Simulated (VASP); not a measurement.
# Ti (Pm-3m) in VASP: a series of runs

Ti is run at these levels: PBE; tasks: single point.

Program: VASP 6.6.1. These are calculated values, not measurements. Logs are shortened: lines on timing, memory, paths and dates and some standing lists are left out, and cuts for length are marked.

## (1) The cell of the first run

Symmetry: Pm-3m, No. 221, cubic system. The conventional cell has a = 1.945 Å, b = 1.945 Å, c = 1.945 Å, α = 90.00°, β = 90.00°, γ = 90.00°. Within 2.6 Å of Ti (site symmetry m-3m) lie 6 Ti at 1.94 Å.

## (2) Single point, PBE (volume scaled by 0.4)

Contents of INCAR:

```
SYSTEM = Ti
PREC = Accurate
ENCUT = 520
EDIFF = 1E-7
ISMEAR = -1
SIGMA = 0.05
LREAL = .FALSE.
LASPH = .TRUE.
NELM = 80
ALGO = Normal
ISIF = 2
LWAVE = .FALSE.
LCHARG = .TRUE.
GGA = PE
LELF = .TRUE.
LVHAR = .TRUE.
NBANDS = 12
```

Contents of KPOINTS:

```
regular mesh
0
G
  14 14 14
  0 0 0
```

Contents of POSCAR:

```
Ti
1.0
    1.9445336346      0.0000000000      0.0000000000
    0.0000000000      1.9445336346      0.0000000000
    0.0000000000      0.0000000000      1.9445336346
Ti
1
Direct
    0.0000000000      0.0000000000      0.0000000000
```

Potentials or basis: VASP PAW PBE potentials, release 64 (Ti_sv).

On the command line:

```sh
cat potpaw_PBE.64/Ti_sv/POTCAR > POTCAR
mpirun -np 1 vasp_std > vasp.out
```

OUTCAR:

```text
SYSTEM = Ti
   PREC = Accurate
   ENCUT = 520
   EDIFF = 1E-7
   ISMEAR = -1
   LREAL = .FALSE.
   LASPH = .TRUE.
   NELM = 80
   ISIF = 2
   GGA = PE

 ion  position               nearest neighbor table
   1  0.000  0.000  0.000-

  LATTYP: Found a simple cubic cell.
 ALAT       =     1.9445336346

  Lattice vectors:

 A1 = (   1.9445336346,   0.0000000000,   0.0000000000)
 A2 = (   0.0000000000,   1.9445336346,   0.0000000000)
 A3 = (   0.0000000000,   0.0000000000,   1.9445336346)

Analysis of symmetry for initial positions (statically):
=====================================================================
 Subroutine PRICEL returns:
 Original cell was already a primitive cell.

 Routine SETGRP: Setting up the symmetry group for a
 simple cubic supercell.

 Subroutine GETGRP returns: Found 48 space group operations
 (whereof 48 operations were pure point group operations)
 out of a pool of 48 trial point group operations.

The static configuration has the point symmetry O_h .

Analysis of symmetry for dynamics (positions and initial velocities):
=====================================================================
 Subroutine PRICEL returns:
 Original cell was already a primitive cell.

 Routine SETGRP: Setting up the symmetry group for a
 simple cubic supercell.

 Subroutine GETGRP returns: Found 48 space group operations
 (whereof 48 operations were pure point group operations)
 out of a pool of 48 trial point group operations.

The dynamic configuration has the point symmetry O_h .

 Subroutine INISYM returns: Found 48 space group operations
 (whereof 48 operations are pure point group operations),
 and found     1 'primitive' translations

----------------------------------------------------------------------------------------

                                     Primitive cell

  volume of cell :       7.3527

  direct lattice vectors                    reciprocal lattice vectors
     1.944533635  0.000000000  0.000000000     0.514262125  0.000000000  0.000000000
     0.000000000  1.944533635  0.000000000     0.000000000  0.514262125  0.000000000
     0.000000000  0.000000000  1.944533635     0.000000000  0.000000000  0.514262125

  length of vectors
     1.944533635  1.944533635  1.944533635     0.514262125  0.514262125  0.514262125

  position of ions in fractional coordinates (direct lattice)
     0.000000000  0.000000000  0.000000000

  ion indices of the primitive-cell ions
   primitive index   ion index
                 1           1

----------------------------------------------------------------------------------------

 KPOINTS: regular mesh

Automatic generation of k-mesh.
 Grid dimensions read from file:
 generate k-points for:   14   14   14

 Generating k-lattice:

  Cartesian coordinates                     Fractional coordinates (reciprocal lattice)
     0.036733009  0.000000000  0.000000000     0.071428571  0.000000000  0.000000000
     0.000000000  0.036733009  0.000000000     0.000000000  0.071428571  0.000000000
     0.000000000  0.000000000  0.036733009     0.000000000  0.000000000  0.071428571

  Length of vectors
     0.036733009  0.036733009  0.036733009

  Shift w.r.t. Gamma in fractional coordinates (k-lattice)
     0.000000000  0.000000000  0.000000000

 Subroutine IBZKPT returns following result:
 ===========================================

 Found    120 irreducible k-points:

 Following reciprocal coordinates:
            Coordinates               Weight
  0.000000  0.000000  0.000000      1.000000
  0.071429  0.000000  0.000000      6.000000
  0.142857  0.000000  0.000000      6.000000
  0.214286  0.000000  0.000000      6.000000
  0.285714  0.000000  0.000000      6.000000
  0.357143  0.000000  0.000000      6.000000
[... 16 lines left out ...]
  0.285714  0.214286  0.000000     24.000000
  0.357143  0.214286  0.000000     24.000000
 [... further k-points ...]
   k-points           NKPTS =    120   k-points in BZ     NKDIM =    120   number of bands    NBANDS=     12
   number of dos      NEDOS =    301   number of ions     NIONS =      1
   total plane-waves  NPLWV =   2744
   dimension x,y,z NGX =    14 NGY =   14 NGZ =   14
   dimension x,y,z NGXF=    28 NGYF=   28 NGZF=   28
   ions per type =               1
   NGX,Y,Z   is equivalent  to a cutoff of  11.97, 11.97, 11.97 a.u.
   NGXF,Y,Z  is equivalent  to a cutoff of  23.94, 23.94, 23.94 a.u.
 SYSTEM =  Ti
   PREC   = accura    normal or accurate (medium, high low for compatibility)
   ISTART =      0    job   : 0-new  1-cont  2-samecut
   ICHARG =      2    charge: 1-file 2-atom 10-const
   ISPIN  =      1    spin polarized calculation?
   LNONCOLLINEAR =      F non collinear calculations
   LSORBIT =      F    spin-orbit coupling
   LASPH  =      T    aspherical Exc in radial PAW
   ENCUT  =  520.0 eV  38.22 Ry    6.18 a.u.   3.62  3.62  3.62*2*pi/ulx,y,z
   NELM   =     80;   NELMIN=  2; NELMDL= -5     # of ELM steps
   EDIFF  = 0.1E-06   stopping-criterion for ELM
   LREAL  =      F    real-space projection
   EDIFFG = 0.1E-05   stopping-criterion for IOM
   NSW    =      0    number of steps for IOM
   IBRION =     -1    ionic relax: 0-MD 1-quasi-New 2-CG
   NFREE  =      0    steps in history (QN), initial steepest desc. (CG)
   ISIF   =      2    stress and relaxation
   ISYM   =      2    0-nonsym 1-usesym 2-fastsym
   POTIM  = 0.5000    time-step for ionic-motion
   TEBEG  =    0.0;   TEEND  =   0.0 temperature during run
   PSTRESS=    0.0 pullay stress
   NELECT =      12.0000    total number of electrons
   NUPDOWN=      -1.0000    fix difference up-down
   EMIN   =  10.00;   EMAX   =-10.00  energy-range for DOS
   EFERMI =   0.00;   METHOD = LEGACY
   ISMEAR =    -1;   SIGMA  =   0.05  broadening in eV -4-tet -1-fermi 0-gaus
   EFERMI_NEDOS =   21; number of points for ismear=-14 and -15
   IALGO  =     38    algorithm
   IMIX   =      4    mixing-type and parameters
     AMIX     =   0.40;   BMIX     =  1.00
     AMIX_MAG =   1.60;   BMIX_MAG =  1.00
  volume/ion in A,a.u.               =       7.35        49.62
  Fermi-wavevector in a.u.,A,eV,Ry     =   1.927465  3.642380 50.547283  3.715121
  Thomas-Fermi vector in A             =   2.960378
   LORBIT       =      0    0 simple, 1 ext, 2 COOP (PROOUT), +10 PAW based schemes
   GGA     = PE    functional components
   LHFCALC =     F    Hartree Fock is set to
   AEXX    =    0.0000 exact exchange contribution
   IVDW    =     0    specifies the selected vdW correction
   LEPSILON=     F    determine dielectric tensor
   LRPA    =     F    only Hartree local field effects (RPA)
 non-spin polarized calculation
  energy-cutoff  :      520.00
  volume of cell :        7.35
 maximum number of plane-waves:       208
   NGX =  7   NGY =  7   NGZ =  7

 number of electron      12.0000001 magnetization

 Free energy of the ion-electron system (eV)
  ---------------------------------------------------
  ext. energy  EPLUGINS =         0.00000000
  ---------------------------------------------------
  free energy    TOTEN  =        -0.74349487 eV

  energy without entropy =       -0.73897169  energy(sigma->0) =       -0.74123328

 E-fermi :  20.8087     XC(G=0): -16.2144

 val. band max:       20.7766517141   @ k =   0.5000   0.2857   0.0714
 cond. band min:      20.8224402844   @ k =   0.2143   0.1429   0.1429
 fundamental gap:      0.0457885703
 Fermi energy:        20.8087120652

 k-point     1 :       0.0000    0.0000    0.0000
  band No.  band energies     occupation
      1     -38.1529      2.00000
      2      -8.7392      2.00000
      3      -8.7392      2.00000
      4      -8.7392      2.00000
      5      15.6671      2.00000
      6      15.6671      2.00000
      7      15.9076      2.00000
      8      30.3508      0.00000
      9      30.3508      0.00000
     10      30.3508      0.00000
     11      50.7006      0.00000
     12      50.7006      0.00000

 k-point     2 :       0.0714    0.0000    0.0000
  band No.  band energies     occupation
      1     -38.0663      2.00000
      2      -9.2391      2.00000
      3      -8.6976      2.00000
      4      -8.6976      2.00000
      5      15.7549      2.00000
      6      15.9517      2.00000
      7      16.4568      2.00000
      8      29.9533      0.00000
      9      29.9533      0.00000
     10      30.3804      0.00000
     11      49.2978      0.00000
     12      51.1879      0.00000

 k-point     3 :       0.1429    0.0000    0.0000
  band No.  band energies     occupation
      1     -37.8163      2.00000
      2     -10.5455      2.00000
      3      -8.5795      2.00000
      4      -8.5795      2.00000
      5      16.0073      2.00000
      6      16.4256      2.00000
      7      18.2466      2.00000
      8      28.9178      0.00000
      9      28.9178      0.00000
     10      30.4638      0.00000
     11      46.5468      0.00000
     12      52.4958      0.00000

 k-point     4 :       0.2143    0.0000    0.0000
  band No.  band energies     occupation
      1     -37.4332      2.00000
      2     -12.2557      2.00000
      3      -8.4052      2.00000
      4      -8.4052      2.00000
      5      16.3896      2.00000
      6      17.1630      2.00000
      7      20.6446      1.92762
      8      27.5768      0.00000
      9      27.5768      0.00000
     10      30.5860      0.00000
     11      43.8114      0.00000
     12      50.8269      0.00000

 k-point     5 :       0.2857    0.0000    0.0000
  band No.  band energies     occupation
      1     -36.9725      2.00000
      2     -13.9941      2.00000
      3      -8.2063      2.00000
      4      -8.2063      2.00000
      5      16.8416      2.00000
      6      18.1331      2.00000
      7      22.9785      0.00000
      8      26.2418      0.00000
      9      26.2418      0.00000
     10      30.7237      0.00000
     11      41.7219      0.00000
     12      48.1224      0.00000

 k-point     6 :       0.3571    0.0000    0.0000
  band No.  band energies     occupation
      1     -36.5188      2.00000
      2     -15.4713      2.00000
      3      -8.0220      2.00000
      4      -8.0220      2.00000
      5      17.2781      2.00000
      6      19.2390      2.00000
      7      24.5541      0.00000
      8      25.1394      0.00000
      9      25.1394      0.00000
     10      30.8498      0.00000
     11      40.7278      0.00000
     12      46.0342      0.00000

 k-point     7 :       0.4286    0.0000    0.0000
  band No.  band energies     occupation
      1     -36.1789      2.00000
      2     -16.4640      2.00000
      3      -7.8914      2.00000
      4      -7.8914      2.00000
      5      17.5990      2.00000
      6      20.2565      1.99997
      7      24.4200      0.00000
      8      24.4200      0.00000
      9      25.0608      0.00000
     10      30.9383      0.00000
     11      40.7910      0.00000
     12      44.7085      0.00000

 k-point     8 :       0.5000    0.0000    0.0000
  band No.  band energies     occupation
      1     -36.0516      2.00000
      2     -16.8149      2.00000
      3      -7.8441      2.00000
      4      -7.8441      2.00000
      5      17.7177      2.00000
      6      20.7179      1.72002
      7      24.1706      0.00000
      8      24.1706      0.00000
      9      25.0477      0.00000
     10      30.9701      0.00000
     11      41.0280      0.00000
     12      44.2528      0.00000
[... 166 lines left out ...]
 k-point    20 :       0.4286    0.1429    0.0000
  band No.  band energies     occupation
      1     -35.8623      2.00000
      2     -16.1762      2.00000
      3      -9.4781      2.00000
      4      -7.7474      2.00000
      5      18.6596      2.00000
      6      19.2732      2.00000
      7      22.3669      0.00000
      8      24.6685      0.00000
      9      28.9181      0.00000
     10      29.7501      0.00000
     11      40.5732      0.00000
     12      46.2326      0.00000

 k-point    21 :       0.5000    0.1429    0.0000
  band No.  band energies     occupation
      1     -35.7365      2.00000
      2     -16.5223      2.00000
      3      -9.4175      2.00000
      4      -7.7011      2.00000
      5      18.8025      2.00000
      6      19.1910      2.00000
      7      22.4730      0.00000
      8      24.4244      0.00000
      9      29.1692      0.00000
     10      29.7928      0.00000
     11      40.5873      0.00000
     12      45.8722      0.00000

 k-point    22 :       0.2143    0.2143    0.0000
  band No.  band energies     occupation
      1     -36.7278      2.00000
      2     -11.8437      2.00000
      3     -11.7065      2.00000
      4      -8.0838      2.00000
      5      17.6236      2.00000
      6      19.3727      2.00000
      7      21.6968      0.00000
      8      26.4713      0.00000
      9      27.6740      0.00000
     10      28.2926      0.00000
     11      44.4342      0.00000
     12      47.5612      0.00000

 k-point    23 :       0.2857    0.2143    0.0000
  band No.  band energies     occupation
      1     -36.2772      2.00000
      2     -13.4593      2.00000
      3     -11.4814      2.00000
      4      -7.8927      2.00000
      5      18.0065      2.00000
      6      18.8234      2.00000
      7      23.1882      0.00000
      8      26.6514      0.00000
      9      27.4640      0.00000
     10      28.2756      0.00000
     11      42.6660      0.00000
     12      47.6755      0.00000

 k-point    24 :       0.3571    0.2143    0.0000
  band No.  band energies     occupation
      1     -35.8342      2.00000
      2     -14.8912      2.00000
      3     -11.2086      2.00000
      4      -7.7158      2.00000
      5      17.4913      2.00000
      6      18.9958      2.00000
      7      24.0605      0.00000
      8      25.6253      0.00000
      9      28.4583      0.00000
     10      29.2244      0.00000
     11      41.0405      0.00000
     12      47.5578      0.00000

 [... further k-points ...]
[... 5 lines left out ...]
  --------------------------------------------------------------------------------------
  -------------------------------------------------------------------------------------
  Total       18.5510443     18.5510443     18.5510443     -0.0000000      0.0000000     -0.0000000
  in kB     4042.3374646   4042.3374646   4042.3374646     -0.0000000      0.0000000     -0.0000000
  external PRESSURE =    4042.3374646 kB  Pullay stress =       0.0000000 kB

 VOLUME and BASIS-vectors are now :
 -----------------------------------------------------------------------------
  energy-cutoff  :      520.00
  volume of cell :        7.35
      direct lattice vectors                 reciprocal lattice vectors
     1.944533635  0.000000000  0.000000000     0.514262125  0.000000000  0.000000000
     0.000000000  1.944533635  0.000000000     0.000000000  0.514262125  0.000000000
     0.000000000  0.000000000  1.944533635     0.000000000  0.000000000  0.514262125

 POSITION                                       TOTAL-FORCE (eV/Angst)
 -----------------------------------------------------------------------------------
      0.00000      0.00000      0.00000         0.000000      0.000000      0.000000
 -----------------------------------------------------------------------------------
    total drift:                               -0.000000     -0.000000     -0.000000

  FREE ENERGIE OF THE ION-ELECTRON SYSTEM (eV)
  ---------------------------------------------------
  free  energy   TOTEN  =        -0.7434948661 eV

  energy  without entropy=       -0.7389716939  energy(sigma->0) =       -0.74123328
```

It took 2.9 s on 1 thread of Intel Xeon 6975P-C (Granite Rapids), shared host; peak memory 0.11 GiB.

Results:

```yaml
Free_energy: -0.7435 eV
Pressure: 404.2 GPa
Band_gap_on_the_k_mesh: zero (band 6 reaches 22.52 eV, above the bottom of band 7 at 15.04 eV)
```

## (3) Single point, PBE (volume scaled by 0.4)

Contents of INCAR:

```
PREC     = Accurate       # precision mode
ENCUT    = 520            # plane-wave cutoff, eV
EDIFF    = 1E-7           # SCF threshold, eV
ISMEAR   = -1             # smearing method
SIGMA    = 0.05           # smearing width, eV
LREAL    = F              # projectors in reciprocal space
LASPH    = T              # aspherical terms in the spheres
NELM     = 100            # most SCF steps
ALGO     = Normal         # electronic algorithm
ISIF     = 2              # what is computed and relaxed
LWAVE    = F              # write WAVECAR
LCHARG   = T              # write CHGCAR
GGA      = PE             # functional
LELF     = T              # ELF
LVHAR    = T            
NBANDS   = 12             # bands
```

Contents of KPOINTS:

```
regular mesh
0
Gamma
  14 14 14
```

POSCAR is that of step 2.

Potentials or basis: VASP PAW PBE potentials, release 64 (Ti_sv).

On the command line:

```sh
cat potpaw_PBE.64/Ti_sv/POTCAR > POTCAR
mpirun -np 1 vasp_std > vasp.out
```

Run time: 2.9 s. Hardware: 1 thread of Intel Xeon 6975P-C (Granite Rapids), shared host; peak memory 0.12 GiB.

It converged, with:

```
Free energy            : -0.7435 eV
Pressure               : 404.2 GPa
Band gap on the k mesh : zero (band 6 reaches 22.52 eV, above the bottom of band 7 at 15.04 eV)
```

Levels at points of the mesh, in eV from the Fermi level:
| k point | band 2 | band 3 | band 4 | band 5 | band 6 | band 7 | band 8 | band 9 | band 10 | band 11 |
| --- | --- | --- | --- | --- | --- | --- | --- | --- | --- | --- |
| (0.00, 0.00, 0.00) | -29.55 | -29.55 | -29.55 | -5.14 | -5.14 | -4.90 | 9.54 | 9.54 | 9.54 | 29.89 |
| (0.50, 0.00, 0.00) | -37.62 | -28.65 | -28.65 | -3.09 | -0.09 | 3.36 | 3.36 | 4.24 | 10.16 | 20.22 |
| (0.50, 0.50, 0.00) | -35.89 | -35.89 | -27.86 | -9.68 | 0.52 | 4.83 | 4.83 | 13.22 | 15.42 | 15.42 |
| (0.50, 0.50, 0.50) | -34.46 | -34.46 | -34.46 | -5.77 | -5.77 | -5.77 | 9.53 | 13.60 | 13.60 | 32.93 |
